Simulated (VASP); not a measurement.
Write the native input for VASP 6.6.1 that does the following.

```
Task                   : single point
Functional             : r2SCAN
Dispersion             : D3(BJ)
Potentials or basis    : VASP PAW PBE potentials, release 64 (Ti_sv, Te)
Cutoff                 : 520 eV
k mesh                 : 8 × 8 × 4
Occupations            : gaussian, width 0.05 eV
Spin                   : no spin polarisation
Dipole correction      : no
Further INCAR settings : ALGO = Normal; EDIFF = 1e-06; NBANDS = 19
```

Crystal: TiTe2.

```
Ti Te
1.0
     3.75198    0.00000    0.00000
    -1.87599    3.24931    0.00000
     0.00000    0.00000    6.42061
Ti Te
1 2
Direct
  0.00000 0.00000 0.00000
  0.33333 0.66667 0.26064
  0.66667 0.33333 0.73936
```

This cell differs from its parent crystal: volume scaled by 0.96.

One way to write it, as run:

POSCAR

```
TiTe2
1.0
    3.7519823723      0.0000000000      0.0000000000
   -1.8759911862      3.2493120490      0.0000000000
    0.0000000000      0.0000000000      6.4206125906
Ti Te
1 2
Direct
    0.0000000000      0.0000000000      0.0000000000
    0.3333333333      0.6666666667      0.2606363315
    0.6666666667      0.3333333333      0.7393636685
```

INCAR.step1

```
  ALGO = Normal
  EDIFF = 1E-4
  ENCUT = 520
  GGA = PE
  ISMEAR = 0
  LASPH = True
  LCHARG = False
  LREAL = False
  LWAVE = True
  NBANDS = 19
  NELM = 80
  PREC = Accurate
  SIGMA = 0.05
```

INCAR.step2

```
  ALGO = Normal
  EDIFF = 1E-6
  ENCUT = 520
  ISIF = 2
  ISMEAR = 0
  ISTART = 1
  IVDW = 12
  LASPH = True
  LCHARG = True
  LELF = True
  LMIXTAU = True
  LREAL = False
  LVHAR = True
  LWAVE = False
  METAGGA = R2SCAN
  NBANDS = 19
  NELM = 80
  PREC = Accurate
  SIGMA = 0.05
  VDW_A1 = 0.49484001
  VDW_A2 = 5.73083694
  VDW_S6 = 1.0
  VDW_S8 = 0.78981345
```

KPOINTS

```
k-points
0
Gamma
  8 8 4
```

Potentials or basis: VASP PAW PBE potentials, release 64 (Ti_sv, Te).

Launch:

```bash
$ cat potpaw_PBE.64/Ti_sv/POTCAR potpaw_PBE.64/Te/POTCAR > POTCAR
$ cp INCAR.step1 INCAR
$ mpirun -np 1 vasp_std > vasp.out
$ cp INCAR.step2 INCAR
$ mpirun -np 1 vasp_std > vasp.out
```

Results of the run:

The pressure is 2.0 GPa and the largest force is 0.206 eV/Å. The band gap on the k mesh is zero (band 12 reaches 7.60 eV, above the bottom of band 13 at 6.88 eV) and the dispersion energy per atom is -0.235 eV.

Caveat: three body term missing; the PAW data sets were made with another functional, which shifts forces and pressure a little; spin-orbit coupling is left out, which moves the levels of the heavy elements.

Wall time 2.7 min on 1 thread of Intel(R) Xeon(R) Platinum 8375C CPU @ 2.90GHz (Ice Lake) (shared host), peak memory 0.22 GiB.
